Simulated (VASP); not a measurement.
Set up this calculation in VASP 6.6.1, as the native input.

* Task: relaxation of cell and atoms
* Functional: RPBE
* Potentials or basis: VASP PAW PBE potentials, release 64 (Be)
* Cutoff: 600 eV
* k mesh: 17 × 17 × 17
* Occupations: fermi-dirac, width 0.1 eV
* Spin: no spin polarisation
* Dipole correction: no
* Further INCAR settings: ALGO = Normal; EDIFF = 1e-07; IBRION = 2; EDIFFG = -0.01; NSW = 80; ISIF = 3

The structure of Be lies in POSCAR:

```
Be
1.0
   -1.2658080948      1.2658080948      1.2658080948
    1.2658080948     -1.2658080948      1.2658080948
    1.2658080948      1.2658080948     -1.2658080948
Be
1
Direct
    0.0000000000      0.0000000000      0.0000000000
```

One way to write it, as run:

INCAR

```
ALGO = Normal ; EDIFF = 1E-7
EDIFFG = -0.01 ; ENCUT = 600
GGA = RP ; GGA_COMPAT = F
IBRION = 2 ; ISIF = 3
ISMEAR = -1 ; LASPH = T
LCHARG = F ; LREAL = F
LWAVE = F ; NELM = 120
NELMIN = 4 ; NSW = 80
PREC = Accurate ; SIGMA = 0.1
```

KPOINTS

```
k-points
0
Gamma
  17 17 17
```

Potentials or basis: VASP PAW PBE potentials, release 64 (Be).

Command:

```sh
$ cat potpaw_PBE.64/Be/POTCAR > POTCAR
$ mpirun -np 1 vasp_std > vasp.out
```

Results of the run:

```json
{"Relaxed volume": "8.05 Å³/atom", "Relaxed cell": "a = 2.187 Å, b = 2.187 Å, c = 2.187 Å, α = 109.47°, β = 109.47°, γ = 109.47°", "Space group after relaxing (to 0.05 Å)": "Im-3m (No. 229)", "Energy gained by relaxing": "0.2 meV/atom", "Ionic steps": "2", "Pressure after relaxing": "-0.2 GPa", "Band gap on the k mesh": "zero (band 1 reaches 11.05 eV, above the bottom of band 2 at 6.60 eV)"}
```

Caveat: the PAW data sets were made with another functional, which shifts forces and pressure a little.

Run time: 17 s on 1 thread of AMD EPYC 7R13, on a shared host, peak memory 0.09 GiB.
